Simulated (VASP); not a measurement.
# Ag in VASP: further runs

Runs on Ag. Level: PBE. Tasks: relaxation of cell and atoms, single point.

Everything below comes from runs of VASP 6.6.1. Logs are shortened: lines on timing, memory, paths and dates and some standing lists are left out, and cuts for length are marked.

### Step 1. The cell of the first run

It takes space group P-3m1 (No. 164, trigonal). Conventional cell: a = 2.908 Å, b = 2.908 Å, c = 4.750 Å, α = 90.00°, β = 90.00°, γ = 120.00°. Within 3.7 Å of Ag (site symmetry 3m) lie 12 Ag at 2.83 to 2.99 Å.

### Step 2. Relaxation of cell and atoms, PBE

Contents of INCAR:

```
PREC = Accurate
ENCUT = 600
EDIFF = 1E-6
ISMEAR = 0
SIGMA = 0.1
LREAL = F
LASPH = T
NELM = 60
ALGO = Normal
ISIF = 3
LWAVE = F
LCHARG = F
GGA = PE
IBRION = 2
NSW = 90
EDIFFG = -0.04
```

Contents of KPOINTS:

```
Automatic mesh
0
Gamma
  6 6 4
```

Contents of POSCAR:

```
Ag
1.0
    2.9075072400      0.0000000000      0.0000000000
   -1.4537536200      2.5179751300      0.0000000000
    0.0000000000      0.0000000000      4.7496225800
Ag
2
Direct
    0.6666666700      0.3333333300      0.2598609900
    0.3333333300      0.6666666700      0.7401390100
```

Potentials or basis: VASP PAW PBE potentials, release 64 (Ag).

Launch:

```
$ cat potpaw_PBE.64/Ag/POTCAR > POTCAR
$ mpirun -np 1 vasp_std > vasp.out
```

OUTCAR:

```text
PREC = Accurate
   ENCUT = 600
   EDIFF = 1E-6
   ISMEAR = 0
   LREAL = F
   LASPH = T
   NELM = 60
   ISIF = 3
   GGA = PE
   IBRION = 2
   NSW = 90
   EDIFFG = -0.04

 ion  position               nearest neighbor table
   1  0.667  0.333  0.260-   2 2.83   2 2.83   2 2.83   2 2.99   2 2.99   2 2.99
   2  0.333  0.667  0.740-   1 2.83   1 2.83   1 2.83   1 2.99   1 2.99   1 2.99

  LATTYP: Found a hexagonal cell.
 ALAT       =     2.9075072400
 C/A-ratio  =     1.6335720560

  Lattice vectors:

 A1 = (   2.9075072400,   0.0000000000,   0.0000000000)
 A2 = (  -1.4537536200,   2.5179751300,   0.0000000000)
 A3 = (   0.0000000000,   0.0000000000,   4.7496225800)

Analysis of symmetry for initial positions (statically):
=====================================================================
 Subroutine PRICEL returns:
 Original cell was already a primitive cell.

 Routine SETGRP: Setting up the symmetry group for a
 hexagonal supercell.

 Subroutine GETGRP returns: Found 12 space group operations
 (whereof 12 operations were pure point group operations)
 out of a pool of 24 trial point group operations.

The static configuration has the point symmetry D_3d.

Analysis of symmetry for dynamics (positions and initial velocities):
=====================================================================
 Subroutine PRICEL returns:
 Original cell was already a primitive cell.

 Routine SETGRP: Setting up the symmetry group for a
 hexagonal supercell.

 Subroutine GETGRP returns: Found 12 space group operations
 (whereof 12 operations were pure point group operations)
 out of a pool of 24 trial point group operations.

The dynamic configuration has the point symmetry D_3d.

 Subroutine INISYM returns: Found 12 space group operations
 (whereof 12 operations are pure point group operations),
 and found     1 'primitive' translations

----------------------------------------------------------------------------------------

                                     Primitive cell

  volume of cell :      34.7721

  direct lattice vectors                    reciprocal lattice vectors
     2.907507240  0.000000000  0.000000000     0.343937235  0.198572255  0.000000000
    -1.453753620  2.517975130  0.000000000     0.000000000  0.397144510  0.000000000
     0.000000000  0.000000000  4.749622580     0.000000000  0.000000000  0.210543045

  length of vectors
     2.907507240  2.907507239  4.749622580     0.397144510  0.397144510  0.210543045

  position of ions in fractional coordinates (direct lattice)
     0.666666670  0.333333330  0.259860990
     0.333333330  0.666666670  0.740139010

  ion indices of the primitive-cell ions
   primitive index   ion index
                 1           1
                 2           2

----------------------------------------------------------------------------------------

 KPOINTS: Automatic mesh

Automatic generation of k-mesh.
 Grid dimensions read from file:
 generate k-points for:    6    6    4

 Generating k-lattice:

  Cartesian coordinates                     Fractional coordinates (reciprocal lattice)
     0.057322872  0.033095376  0.000000000     0.166666667  0.000000000  0.000000000
     0.000000000  0.066190752  0.000000000     0.000000000  0.166666667  0.000000000
     0.000000000  0.000000000  0.052635761     0.000000000  0.000000000  0.250000000

  Length of vectors
     0.066190752  0.066190752  0.052635761

  Shift w.r.t. Gamma in fractional coordinates (k-lattice)
     0.000000000  0.000000000  0.000000000

 Subroutine IBZKPT returns following result:
 ===========================================

 Found     24 irreducible k-points:

 Following reciprocal coordinates:
            Coordinates               Weight
  0.000000  0.000000  0.000000      1.000000
  0.166667  0.000000  0.000000      6.000000
  0.333333  0.000000  0.000000      6.000000
  0.500000  0.000000  0.000000      3.000000
  0.166667  0.166667  0.000000      6.000000
  0.333333  0.166667  0.000000     12.000000
[... 16 lines left out ...]
  0.333333  0.166667  0.500000     12.000000
  0.333333  0.333333  0.500000      2.000000
   k-points           NKPTS =     24   k-points in BZ     NKDIM =     24   number of bands    NBANDS=     15
   number of dos      NEDOS =    301   number of ions     NIONS =      2
   total plane-waves  NPLWV =  23040
   dimension x,y,z NGX =    24 NGY =   24 NGZ =   40
   dimension x,y,z NGXF=    48 NGYF=   48 NGZF=   80
   ions per type =               2
   NGX,Y,Z   is equivalent  to a cutoff of  13.72, 13.72, 14.00 a.u.
   NGXF,Y,Z  is equivalent  to a cutoff of  27.45, 27.45, 28.00 a.u.
 SYSTEM =  unknown system
   PREC   = accura    normal or accurate (medium, high low for compatibility)
   ISTART =      0    job   : 0-new  1-cont  2-samecut
   ICHARG =      2    charge: 1-file 2-atom 10-const
   ISPIN  =      1    spin polarized calculation?
   LNONCOLLINEAR =      F non collinear calculations
   LSORBIT =      F    spin-orbit coupling
   LASPH  =      T    aspherical Exc in radial PAW
   ENCUT  =  600.0 eV  44.10 Ry    6.64 a.u.   5.81  5.81  9.49*2*pi/ulx,y,z
   NELM   =     60;   NELMIN=  2; NELMDL= -5     # of ELM steps
   EDIFF  = 0.1E-05   stopping-criterion for ELM
   LREAL  =      F    real-space projection
   EDIFFG = -.4E-01   stopping-criterion for IOM
   NSW    =     90    number of steps for IOM
   IBRION =      2    ionic relax: 0-MD 1-quasi-New 2-CG
   NFREE  =      1    steps in history (QN), initial steepest desc. (CG)
   ISIF   =      3    stress and relaxation
   ISYM   =      2    0-nonsym 1-usesym 2-fastsym
   POTIM  = 0.5000    time-step for ionic-motion
   TEBEG  =    0.0;   TEEND  =   0.0 temperature during run
   PSTRESS=    0.0 pullay stress
   NELECT =      22.0000    total number of electrons
   NUPDOWN=      -1.0000    fix difference up-down
   EMIN   =  10.00;   EMAX   =-10.00  energy-range for DOS
   EFERMI =   0.00;   METHOD = LEGACY
   ISMEAR =     0;   SIGMA  =   0.10  broadening in eV -4-tet -1-fermi 0-gaus
   EFERMI_NEDOS =   21; number of points for ismear=-14 and -15
   IALGO  =     38    algorithm
   IMIX   =      4    mixing-type and parameters
     AMIX     =   0.40;   BMIX     =  1.00
     AMIX_MAG =   1.60;   BMIX_MAG =  1.00
  volume/ion in A,a.u.               =      17.39       117.33
  Fermi-wavevector in a.u.,A,eV,Ry     =   1.405417  2.655853 26.874195  1.975198
  Thomas-Fermi vector in A             =   2.527880
   LORBIT       =      0    0 simple, 1 ext, 2 COOP (PROOUT), +10 PAW based schemes
   GGA     = PE    functional components
   LHFCALC =     F    Hartree Fock is set to
   AEXX    =    0.0000 exact exchange contribution
   IVDW    =     0    specifies the selected vdW correction
   LEPSILON=     F    determine dielectric tensor
   LRPA    =     F    only Hartree local field effects (RPA)
 conjugate gradient relaxation of ions
 non-spin polarized calculation
 Gauss-broadening in eV      SIGMA  =   0.10
  energy-cutoff  :      600.00
  volume of cell :       34.77
 maximum number of plane-waves:      1182
 NGX is ok and might be reduce to    24
   NGX = 11   NGY = 11   NGZ = 19

--------------------------------------- Ionic step        1  -------------------------------------------

 number of electron      22.0000002 magnetization

 Free energy of the ion-electron system (eV)
  ---------------------------------------------------
  ext. energy  EPLUGINS =         0.00000000
  ---------------------------------------------------
  free energy    TOTEN  =        -5.35278329 eV

  energy without entropy =       -5.34917300  energy(sigma->0) =       -5.35097814

------------------------ aborting loop because EDIFF is reached ----------------------------------------

  FORCE on cell =-STRESS in cart. coord.  units (eV):
  Direction    XX          YY          ZZ          XY          YZ          ZX
  --------------------------------------------------------------------------------------
  -------------------------------------------------------------------------------------
  Total        1.0034717      1.0034717      0.4778822      0.0000000     -0.0000000      0.0000000
  in kB       46.2364403     46.2364403     22.0191273      0.0000000     -0.0000000      0.0000000
  external PRESSURE =      38.1640026 kB  Pullay stress =       0.0000000 kB

 VOLUME and BASIS-vectors are now :
 -----------------------------------------------------------------------------
  energy-cutoff  :      600.00
  volume of cell :       34.77
      direct lattice vectors                 reciprocal lattice vectors
     2.907507240  0.000000000  0.000000000     0.343937235  0.198572255  0.000000000
    -1.453753620  2.517975130  0.000000000     0.000000000  0.397144510  0.000000000
     0.000000000  0.000000000  4.749622580     0.000000000  0.000000000  0.210543045

 POSITION                                       TOTAL-FORCE (eV/Angst)
 -----------------------------------------------------------------------------------
      1.45375      0.83933      1.23424        -0.000000      0.000000     -0.551162
     -0.00000      1.67865      3.51538         0.000000     -0.000000      0.551162
 -----------------------------------------------------------------------------------
    total drift:                                0.000000     -0.000000     -0.000000

  FREE ENERGIE OF THE ION-ELECTRON SYSTEM (eV)
  ---------------------------------------------------
  free  energy   TOTEN  =        -5.3527832911 eV
[... 89 lines left out ...]
 VOLUME and BASIS-vectors are now :
 -----------------------------------------------------------------------------
  energy-cutoff  :      600.00
  volume of cell :       36.18
      direct lattice vectors                 reciprocal lattice vectors
     2.967902203  0.000000000  0.000000000     0.336938326  0.194531433  0.000000000
    -1.483951102  2.570278702 -0.000000000     0.000000000  0.389062867  0.000000000
     0.000000000 -0.000000000  4.742397014     0.000000000  0.000000000  0.210863830

 POSITION                                       TOTAL-FORCE (eV/Angst)
 -----------------------------------------------------------------------------------
      1.48395      0.85676      1.19574         0.000000      0.000000     -0.103538
     -0.00000      1.71352      3.54666        -0.000000     -0.000000      0.103538
 -----------------------------------------------------------------------------------
    total drift:                               -0.000000      0.000000     -0.000000

  FREE ENERGIE OF THE ION-ELECTRON SYSTEM (eV)
  ---------------------------------------------------
  free  energy   TOTEN  =        -5.3945361762 eV

  energy  without entropy=       -5.3920416392  energy(sigma->0) =       -5.39328891

--------------------------------------- Ionic step        5  -------------------------------------------

 number of electron      22.0000004 magnetization

 Free energy of the ion-electron system (eV)
  ---------------------------------------------------
  ext. energy  EPLUGINS =         0.00000000
  ---------------------------------------------------
  free energy    TOTEN  =        -5.39628156 eV

  energy without entropy =       -5.39408684  energy(sigma->0) =       -5.39518420

 E-fermi :   7.5313     XC(G=0): -11.8907

 val. band max:        7.4096541451   @ k =  -0.1667   0.5000   0.2500
 cond. band min:       7.6750606129   @ k =   0.0000   0.0000   0.0000
 fundamental gap:      0.2654064678
 Fermi energy:         7.5312804396

 k-point     1 :       0.0000    0.0000    0.0000
  band No.  band energies     occupation
      1       0.3308      2.00000
      2       1.6687      2.00000
      3       3.2049      2.00000
      4       3.2049      2.00000
      5       3.2195      2.00000
      6       3.4459      2.00000
      7       3.4459      2.00000
      8       3.6346      2.00000
      9       3.6346      2.00000
     10       4.6621      2.00000
     11       4.6621      2.00000
     12       7.6751      0.04202
     13      11.4274      0.00000
     14      22.9956      0.00000
     15      24.9090      0.00000

 k-point     2 :       0.1667    0.0000    0.0000
  band No.  band energies     occupation
      1       1.0084      2.00000
      2       1.9805      2.00000
      3       2.8826      2.00000
      4       3.2636      2.00000
      5       3.3345      2.00000
      6       3.4467      2.00000
      7       3.5494      2.00000
      8       3.6318      2.00000
      9       3.7536      2.00000
     10       3.9905      2.00000
     11       4.7449      2.00000
     12       9.2946      0.00000
     13      11.6263      0.00000
     14      19.3709      0.00000
     15      21.9295      0.00000
[... 407 lines left out ...]
 VOLUME and BASIS-vectors are now :
 -----------------------------------------------------------------------------
  energy-cutoff  :      600.00
  volume of cell :       35.95
      direct lattice vectors                 reciprocal lattice vectors
     2.969360332  0.000000000  0.000000000     0.336772870  0.194435907  0.000000000
    -1.484680166  2.571541479 -0.000000000     0.000000000  0.388871814  0.000000000
     0.000000000 -0.000000000  4.708620225     0.000000000  0.000000000  0.212376440

 POSITION                                       TOTAL-FORCE (eV/Angst)
 -----------------------------------------------------------------------------------
      1.48468      0.85718      1.17776        -0.000000      0.000000     -0.006563
     -0.00000      1.71436      3.53086         0.000000     -0.000000      0.006563
 -----------------------------------------------------------------------------------
    total drift:                                0.000000      0.000000     -0.000000

  FREE ENERGIE OF THE ION-ELECTRON SYSTEM (eV)
  ---------------------------------------------------
  free  energy   TOTEN  =        -5.3962815557 eV

  energy  without entropy=       -5.3940868372  energy(sigma->0) =       -5.39518420

 reached required accuracy - stopping structural energy minimisation
```

It took 81 s on 1 thread of Intel Xeon 8259CL, shared host; peak memory 0.17 GiB.

What came out:

- Free energy: -5.3963 eV
- Relaxed volume: 17.98 Å³/atom
- Relaxed cell: a = 2.969 Å, b = 2.969 Å, c = 4.709 Å, α = 90.00°, β = 90.00°, γ = 120.00°
- Space group after relaxing (to 0.1 Å): P6_3/mmc (No. 194)
- Energy gained by relaxing: 21.7 meV/atom
- Ionic steps: 5
- Pressure after relaxing: 0.2 GPa
- Largest force after relaxing: 0.007 eV/Å
- Band gap on the k mesh: zero (bands 11 and 12 overlap by 7.18 eV)

Forces on the atoms (eV/Å):
```
Ag   0.000  0.000 -0.007
Ag   0.000  0.000  0.007
```

The path:
| step | energy change (eV) | largest force (eV/Å) | pressure (GPa) | volume (Å³) |
| --- | --- | --- | --- | --- |
| 1 | 0.0000 | 0.5512 | 3.82 | 34.77 |
| 2 | -0.0314 | 0.1806 | -2.00 | 36.90 |
| 3 | -0.0326 | 0.2331 | -1.15 | 36.52 |
| 4 | -0.0418 | 0.1035 | -0.36 | 36.18 |
| 5 | -0.0435 | 0.0066 | 0.21 | 35.95 |

Final structure:
```
Ag
1.0
     2.96936    0.00000    0.00000
    -1.48468    2.57154    0.00000
     0.00000    0.00000    4.70862
Ag
2
Direct
  0.66667 0.33333 0.25013
  0.33333 0.66667 0.74987
```

Caveat: the k points lie up to 0.41 Å⁻¹ apart in the final cell, too coarse for converged energies and pressures of a metal.

(Continued in part 2 of 2.)

The gap in the log of VASP goes by the Fermi energy; the results here count the filled bands.